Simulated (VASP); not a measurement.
# AlNi (Pm-3m) in VASP: single point with LDA

Aim: the single point of AlNi with LDA.

Program: VASP 6.6.1. These are calculated values, not measurements. Logs are shortened: lines on timing, memory, paths and dates and some standing lists are left out, and cuts for length are marked.

## Step 1: The cell of the first run

The structure is cubic, space group Pm-3m (No. 221). Conventional cell: a = 2.881 Å, b = 2.881 Å, c = 2.881 Å, α = 90.00°, β = 90.00°, γ = 90.00°. Within 3.3 Å of Al (site symmetry m-3m) lie 8 Ni at 2.50 Å and 6 Al at 2.88 Å. Ni (site symmetry m-3m) has 8 Al at 2.50 Å and 6 Ni at 2.88 Å within 3.3 Å.

## Step 2: Single point, LDA, collinear spin, ferromagnetic start

INCAR reads:

```
SYSTEM = AlNi
ALGO     = Normal         ! electronic algorithm
EDIFF    = 1E-6           ! SCF threshold, eV
ENCUT    = 520            ! plane-wave cutoff, eV
ISIF     = 2              ! what is computed and relaxed
ISMEAR   = -1             ! smearing method
ISPIN    = 2              ! spin polarisation
LASPH    = .TRUE.         ! aspherical terms in the spheres
LCHARG   = .FALSE.        ! write CHGCAR
LMAXMIX  = 4              ! l up to which the mixer works
LORBIT   = 11             ! projections on sites
LREAL    = .FALSE.        ! projectors in reciprocal space
LWAVE    = .FALSE.        ! write WAVECAR
MAGMOM   = 0 1.5          ! initial moments
NBANDS   = 18             ! bands
NELM     = 150            ! most SCF steps
PREC     = Accurate       ! precision mode
SIGMA    = 0.15           ! smearing width, eV
```

KPOINTS reads:

```
k-points
0
G
  8 8 8
  0 0 0
```

POSCAR reads:

```
AlNi
1.0
    2.8810000000      0.0000000000      0.0000000000
    0.0000000000      2.8810000000      0.0000000000
    0.0000000000      0.0000000000      2.8810000000
Al Ni
1 1
Direct
    0.0000000000      0.0000000000      0.0000000000
    0.5000000000      0.5000000000      0.5000000000
```

Potentials or basis: VASP PAW LDA potentials, release 64 (Al, Ni).

Run with:

```
cat potpaw_LDA.64/Al/POTCAR potpaw_LDA.64/Ni/POTCAR > POTCAR
mpirun -np 1 vasp_std > vasp.out
```

OUTCAR:

```text
SYSTEM = AlNi
   EDIFF = 1E-6
   ENCUT = 520
   ISIF = 2
   ISMEAR = -1
   ISPIN = 2
   LASPH = .TRUE.
   LORBIT = 11
   LREAL = .FALSE.
   NELM = 150
   PREC = Accurate

 ion  position               nearest neighbor table
   1  0.000  0.000  0.000-   2 2.50   2 2.50   2 2.50   2 2.50   2 2.50   2 2.50   2 2.50   2 2.50

   2  0.500  0.500  0.500-   1 2.50   1 2.50   1 2.50   1 2.50   1 2.50   1 2.50   1 2.50   1 2.50

  LATTYP: Found a simple cubic cell.
 ALAT       =     2.8810000000

  Lattice vectors:

 A1 = (   2.8810000000,   0.0000000000,   0.0000000000)
 A2 = (   0.0000000000,   2.8810000000,   0.0000000000)
 A3 = (   0.0000000000,   0.0000000000,   2.8810000000)

Analysis of symmetry for initial positions (statically):
=====================================================================
 Subroutine PRICEL returns:
 Original cell was already a primitive cell.

 Routine SETGRP: Setting up the symmetry group for a
 simple cubic supercell.

 Subroutine GETGRP returns: Found 48 space group operations
 (whereof 48 operations were pure point group operations)
 out of a pool of 48 trial point group operations.

The static configuration has the point symmetry O_h .

Analysis of symmetry for dynamics (positions and initial velocities):
=====================================================================
 Subroutine PRICEL returns:
 Original cell was already a primitive cell.

 Routine SETGRP: Setting up the symmetry group for a
 simple cubic supercell.

 Subroutine GETGRP returns: Found 48 space group operations
 (whereof 48 operations were pure point group operations)
 out of a pool of 48 trial point group operations.

The dynamic configuration has the point symmetry O_h .

Analysis of structural, dynamic, and magnetic symmetry:
=====================================================================
 Subroutine PRICEL returns:
 Original cell was already a primitive cell.

 Routine SETGRP: Setting up the symmetry group for a
 simple cubic supercell.

 Subroutine GETGRP returns: Found 48 space group operations
 (whereof 48 operations were pure point group operations)
 out of a pool of 48 trial point group operations.

The overall configuration has the point symmetry O_h .

 Subroutine INISYM returns: Found 48 space group operations
 (whereof 48 operations are pure point group operations),
 and found     1 'primitive' translations

----------------------------------------------------------------------------------------

                                     Primitive cell

  volume of cell :      23.9128

  direct lattice vectors                    reciprocal lattice vectors
     2.881000000  0.000000000  0.000000000     0.347101701  0.000000000  0.000000000
     0.000000000  2.881000000  0.000000000     0.000000000  0.347101701  0.000000000
     0.000000000  0.000000000  2.881000000     0.000000000  0.000000000  0.347101701

  length of vectors
     2.881000000  2.881000000  2.881000000     0.347101701  0.347101701  0.347101701

  position of ions in fractional coordinates (direct lattice)
     0.000000000  0.000000000  0.000000000
     0.500000000  0.500000000  0.500000000

  ion indices of the primitive-cell ions
   primitive index   ion index
                 1           1
                 2           2

----------------------------------------------------------------------------------------

 KPOINTS: k-points

Automatic generation of k-mesh.
 Grid dimensions read from file:
 generate k-points for:    8    8    8

 Generating k-lattice:

  Cartesian coordinates                     Fractional coordinates (reciprocal lattice)
     0.043387713  0.000000000  0.000000000     0.125000000  0.000000000  0.000000000
     0.000000000  0.043387713  0.000000000     0.000000000  0.125000000  0.000000000
     0.000000000  0.000000000  0.043387713     0.000000000  0.000000000  0.125000000

  Length of vectors
     0.043387713  0.043387713  0.043387713

  Shift w.r.t. Gamma in fractional coordinates (k-lattice)
     0.000000000  0.000000000  0.000000000

 Subroutine IBZKPT returns following result:
 ===========================================

 Found     35 irreducible k-points:

 Following reciprocal coordinates:
            Coordinates               Weight
  0.000000  0.000000  0.000000      1.000000
  0.125000  0.000000  0.000000      6.000000
  0.250000  0.000000  0.000000      6.000000
  0.375000  0.000000  0.000000      6.000000
  0.500000  0.000000  0.000000      3.000000
  0.125000  0.125000  0.000000     12.000000
[... 16 lines left out ...]
  0.375000  0.375000  0.125000     24.000000
  0.500000  0.375000  0.125000     24.000000
 [... further k-points ...]
   k-points           NKPTS =     35   k-points in BZ     NKDIM =     35   number of bands    NBANDS=     18
   number of dos      NEDOS =    301   number of ions     NIONS =      2
   total plane-waves  NPLWV =  13824
   dimension x,y,z NGX =    24 NGY =   24 NGZ =   24
   dimension x,y,z NGXF=    48 NGYF=   48 NGZF=   48
   ions per type =               1   1
   NGX,Y,Z   is equivalent  to a cutoff of  13.85, 13.85, 13.85 a.u.
   NGXF,Y,Z  is equivalent  to a cutoff of  27.70, 27.70, 27.70 a.u.
 SYSTEM =  AlNi
   PREC   = accura    normal or accurate (medium, high low for compatibility)
   ISTART =      0    job   : 0-new  1-cont  2-samecut
   ICHARG =      2    charge: 1-file 2-atom 10-const
   ISPIN  =      2    spin polarized calculation?
   LNONCOLLINEAR =      F non collinear calculations
   LSORBIT =      F    spin-orbit coupling
   LASPH  =      T    aspherical Exc in radial PAW
   ENCUT  =  520.0 eV  38.22 Ry    6.18 a.u.   5.36  5.36  5.36*2*pi/ulx,y,z
   NELM   =    150;   NELMIN=  2; NELMDL= -5     # of ELM steps
   EDIFF  = 0.1E-05   stopping-criterion for ELM
   LREAL  =      F    real-space projection
   EDIFFG = 0.1E-04   stopping-criterion for IOM
   NSW    =      0    number of steps for IOM
   IBRION =     -1    ionic relax: 0-MD 1-quasi-New 2-CG
   NFREE  =      0    steps in history (QN), initial steepest desc. (CG)
   ISIF   =      2    stress and relaxation
   ISYM   =      2    0-nonsym 1-usesym 2-fastsym
   POTIM  = 0.5000    time-step for ionic-motion
   TEBEG  =    0.0;   TEEND  =   0.0 temperature during run
   PSTRESS=    0.0 pullay stress
   NELECT =      13.0000    total number of electrons
   NUPDOWN=      -1.0000    fix difference up-down
   EMIN   =  10.00;   EMAX   =-10.00  energy-range for DOS
   EFERMI =   0.00;   METHOD = LEGACY
   ISMEAR =    -1;   SIGMA  =   0.15  broadening in eV -4-tet -1-fermi 0-gaus
   EFERMI_NEDOS =   21; number of points for ismear=-14 and -15
   IALGO  =     38    algorithm
   IMIX   =      4    mixing-type and parameters
     AMIX     =   0.40;   BMIX     =  1.00
     AMIX_MAG =   1.60;   BMIX_MAG =  1.00
  volume/ion in A,a.u.               =      11.96        80.69
  Fermi-wavevector in a.u.,A,eV,Ry     =   1.336122  2.524904 24.289410  1.785221
  Thomas-Fermi vector in A             =   2.464773
   LORBIT       =     11    0 simple, 1 ext, 2 COOP (PROOUT), +10 PAW based schemes
   GGA     = CA    functional components
   LHFCALC =     F    Hartree Fock is set to
   AEXX    =    0.0000 exact exchange contribution
   IVDW    =     0    specifies the selected vdW correction
   LEPSILON=     F    determine dielectric tensor
   LRPA    =     F    only Hartree local field effects (RPA)
 spin polarized calculation
  energy-cutoff  :      520.00
  volume of cell :       23.91
 maximum number of plane-waves:       660
 NGX is ok and might be reduce to    24
   NGX = 11   NGY = 11   NGZ = 11

 number of electron      13.0000015 magnetization      -0.0020134

 number of electron      13.0000015 magnetization       0.0001569

 Free energy of the ion-electron system (eV)
  ---------------------------------------------------
  ext. energy  EPLUGINS =         0.00000000
  ---------------------------------------------------
  free energy    TOTEN  =       -12.19821983 eV

  energy without entropy =      -12.13107640  energy(sigma->0) =      -12.16464811

 E-fermi :   9.7273     XC(G=0): -12.3010

 val. band max:        9.7062330586   @ k =   0.3750   0.2500   0.1250
 cond. band min:       9.7920604258   @ k =   0.5000   0.3750   0.3750
 fundamental gap:      0.0858273672
 Fermi energy:         9.7272666362

 spin component 1

 k-point     1 :       0.0000    0.0000    0.0000
  band No.  band energies     occupation
      1      -1.3326      1.00000
      2       6.4931      1.00000
      3       6.4931      1.00000
      4       8.1704      0.99997
      5       8.1704      0.99997
      6       8.1704      0.99997
[... 10 lines left out ...]
     17      33.2216      0.00000
     18      33.2216      0.00000
[... 463 lines left out ...]
 k-point    24 :       0.5000    0.3750    0.1250
  band No.  band energies     occupation
      1       4.2838      1.00000
      2       5.5024      1.00000
      3       6.6384      1.00000
      4       7.1355      1.00000
      5       7.8993      0.99999
      6       8.1710      0.99997
[... 10 lines left out ...]
     17      33.5886      0.00000
     18      36.3888      0.00000

 [... further k-points ...]

 spin component 2

 k-point     1 :       0.0000    0.0000    0.0000
  band No.  band energies     occupation
      1      -1.3326      1.00000
      2       6.4933      1.00000
      3       6.4933      1.00000
      4       8.1706      0.99997
      5       8.1706      0.99997
      6       8.1706      0.99997
[... 10 lines left out ...]
     17      33.2216      0.00000
     18      33.2216      0.00000
[... 463 lines left out ...]
 k-point    24 :       0.5000    0.3750    0.1250
  band No.  band energies     occupation
      1       4.2838      1.00000
      2       5.5024      1.00000
      3       6.6385      1.00000
      4       7.1356      1.00000
      5       7.8995      0.99999
      6       8.1711      0.99997
[... 10 lines left out ...]
     17      33.5885      0.00000
     18      36.3888      0.00000

 [... further k-points ...]
[... 5 lines left out ...]
  --------------------------------------------------------------------------------------
  -------------------------------------------------------------------------------------
  Total       -1.1880142     -1.1880142     -1.1880142     -0.0000000     -0.0000000      0.0000000
  in kB      -79.5980539    -79.5980539    -79.5980539     -0.0000000     -0.0000000      0.0000000
  external PRESSURE =     -79.5980539 kB  Pullay stress =       0.0000000 kB

 VOLUME and BASIS-vectors are now :
 -----------------------------------------------------------------------------
  energy-cutoff  :      520.00
  volume of cell :       23.91
      direct lattice vectors                 reciprocal lattice vectors
     2.881000000  0.000000000  0.000000000     0.347101701  0.000000000  0.000000000
     0.000000000  2.881000000  0.000000000     0.000000000  0.347101701  0.000000000
     0.000000000  0.000000000  2.881000000     0.000000000  0.000000000  0.347101701

 POSITION                                       TOTAL-FORCE (eV/Angst)
 -----------------------------------------------------------------------------------
      0.00000      0.00000      0.00000         0.000000      0.000000      0.000000
      1.44050      1.44050      1.44050         0.000000      0.000000      0.000000
 -----------------------------------------------------------------------------------
    total drift:                                0.000000      0.000000     -0.000000

  FREE ENERGIE OF THE ION-ELECTRON SYSTEM (eV)
  ---------------------------------------------------
  free  energy   TOTEN  =       -12.1982198314 eV

  energy  without entropy=      -12.1310763956  energy(sigma->0) =      -12.16464811

 total charge

# of ion       s       p       d       tot
------------------------------------------
    1        0.389   0.419   0.000   0.808
    2        0.481   0.517   8.491   9.490
--------------------------------------------------
tot          0.870   0.936   8.491  10.298

 magnetization (x)

# of ion       s       p       d       tot
------------------------------------------
    1       -0.000  -0.000   0.000  -0.000
    2        0.000   0.000   0.000   0.000
--------------------------------------------------
tot          0.000   0.000   0.000   0.000
```

Wall time 15 s (1 thread of Intel Xeon Platinum 8488C (Sapphire Rapids), shared host); peak memory 0.15 GiB.

What came out:

| Property | Result |
| --- | --- |
| Free energy | -12.1982 eV |
| Pressure | -8.0 GPa |
| Net moment | 0.00 μB per cell |
| Valence electrons inside the program's atomic spheres | Al 0.81; Ni 9.49 |

Levels at points of the mesh, in eV from the Fermi level:
Spin up:
| k point | band 3 | band 4 | band 5 | band 6 | band 7 | band 8 | band 9 | band 10 | band 11 | band 12 |
| --- | --- | --- | --- | --- | --- | --- | --- | --- | --- | --- |
| (0.00, 0.00, 0.00) | -3.23 | -1.56 | -1.56 | -1.56 | 5.49 | 5.49 | 5.49 | 8.24 | 8.24 | 13.58 |
| (0.50, 0.00, 0.00) | -2.77 | -2.26 | -2.26 | -1.47 | -0.66 | 8.40 | 10.01 | 10.01 | 10.85 | 10.85 |
| (0.50, 0.50, 0.00) | -2.80 | -2.80 | -2.09 | -2.09 | -1.03 | 1.47 | 2.49 | 12.16 | 15.17 | 15.17 |
| (0.50, 0.50, 0.50) | -4.08 | -1.00 | -1.00 | 2.06 | 2.06 | 2.06 | 3.62 | 4.51 | 4.51 | 4.51 |
Spin down:
| k point | band 3 | band 4 | band 5 | band 6 | band 7 | band 8 | band 9 | band 10 | band 11 | band 12 |
| --- | --- | --- | --- | --- | --- | --- | --- | --- | --- | --- |
| (0.00, 0.00, 0.00) | -3.23 | -1.56 | -1.56 | -1.56 | 5.49 | 5.49 | 5.49 | 8.24 | 8.24 | 13.58 |
| (0.50, 0.00, 0.00) | -2.77 | -2.26 | -2.26 | -1.47 | -0.66 | 8.40 | 10.01 | 10.01 | 10.85 | 10.85 |
| (0.50, 0.50, 0.00) | -2.80 | -2.80 | -2.09 | -2.09 | -1.03 | 1.47 | 2.49 | 12.16 | 15.17 | 15.17 |
| (0.50, 0.50, 0.50) | -4.08 | -1.00 | -1.00 | 2.06 | 2.06 | 2.06 | 3.62 | 4.51 | 4.51 | 4.51 |

Caveat: the starting moments collapsed, and a magnetic state may lie lower.
